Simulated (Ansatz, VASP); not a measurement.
## ZnS: VASP beside Ansatz

The input INCAR:

```
ALGO = Normal
EDIFF = 1E-6
EDIFFG = -0.01
ENCUT = 600
GGA = PE
IBRION = 2
ISIF = 3
ISMEAR = 0
LASPH = True
LCHARG = False
LREAL = False
LWAVE = False
NELM = 60
NSW = 80
PREC = Accurate
SIGMA = 0.05
```

KPOINTS

```
k-points
0
Gamma
  8 8 4
```

POSCAR

```
ZnS
1.0
    3.8110000000      0.0000000000      0.0000000000
   -1.9055000000      3.3004228138      0.0000000000
    0.0000000000      0.0000000000      6.2340000000
Zn S
2 2
Direct
    0.3333333333      0.6666666667      0.0000000000
    0.6666666667      0.3333333333      0.5000000000
    0.3333333333      0.6666666667      0.3850000000
    0.6666666667      0.3333333333      0.8850000000
```

Input for Ansatz:

```yaml
crystal:
  lattice:
    - [3.811, 0.0, 0.0]
    - [-1.9055, 3.3004228138, 0.0]
    - [0.0, 0.0, 6.234]
  atoms:
    - { symbol: Zn, position: [0.3333333333, 0.6666666667, 0.0] }
    - { symbol: Zn, position: [0.6666666667, 0.3333333333, 0.5] }
    - { symbol: S, position: [0.3333333333, 0.6666666667, 0.385] }
    - { symbol: S, position: [0.6666666667, 0.3333333333, 0.885] }
basis:
  ecutwfc: 420
  ecutrho_ratio: 4
kpoints:
  mp_grid: { grid: [8, 8, 4] }
hamiltonian:
  xc: pbe
scf:
  occupations: { method: gaussian, width: 0.05 }
output:
  forces: true
  stress: true
  eigenvalues: true
relax:
  f_tol: 0.01
  max_steps: 60
  cell: { stress_tol: 0.04 }
```

Alike in both runs: task relaxation of cell and atoms; functional PBE; k mesh 8 × 8 × 4; occupations gaussian, width 0.05 eV; no spin polarisation.

|  | VASP | Ansatz |
| --- | --- | --- |
| version | VASP 6.6.1 | Ansatz 0.2.0 |
| potentials or method | VASP PAW PBE potentials, release 64 (Zn, S), cutoff 600 eV | scalar-relativistic, plane waves, PAW |
| valence electrons in the cell | 36 | 36 |

|  | VASP | Ansatz | Ansatz less VASP |
| --- | --- | --- | --- |
| gap on the k mesh at the Fermi level, each at its own relaxed structure (eV) | 2.07 | 2.08 | +0.011 |
| relaxed volume (Å³/atom) | 20.25 | 20.19 | -0.060 |
| relaxed length of the cell vector where the two differ most in proportion (Å) | 6.313 | 6.304 | -0.0086 |
